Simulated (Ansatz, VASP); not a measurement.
V in VASP and in Ansatz

```xyz
2
Lattice="0.0000 2.6689 2.6689 2.6689 0.0000 2.6689 2.6689 2.6689 0.0000" Properties=species:S:1:pos:R:3 pbc="T T T"
V     0.6672    0.6672    0.6672
V     4.6706    4.6706    4.6706
```

Alike in both runs: task single point; functional BLYP; k mesh 17 × 17 × 17; occupations fermi-dirac, width 0.1 eV; no spin polarisation.

```csv
,VASP,Ansatz
version,VASP 6.6.1,Ansatz 0.2.0
potentials or method,"VASP PAW PBE potentials, release 64 (V_sv), cutoff 520 eV","plane waves (420 eV) with PAW, scalar-relativistic"
valence electrons in the cell,26,26
```

|  | VASP | Ansatz | Ansatz less VASP |
| --- | --- | --- | --- |
| pressure (GPa) | 2.8 | 2.5 | -0.33 |

VASP's potentials were made for PBE, not for BLYP. With one functional, cell and mesh, what is left measures potentials, basis and numerics.
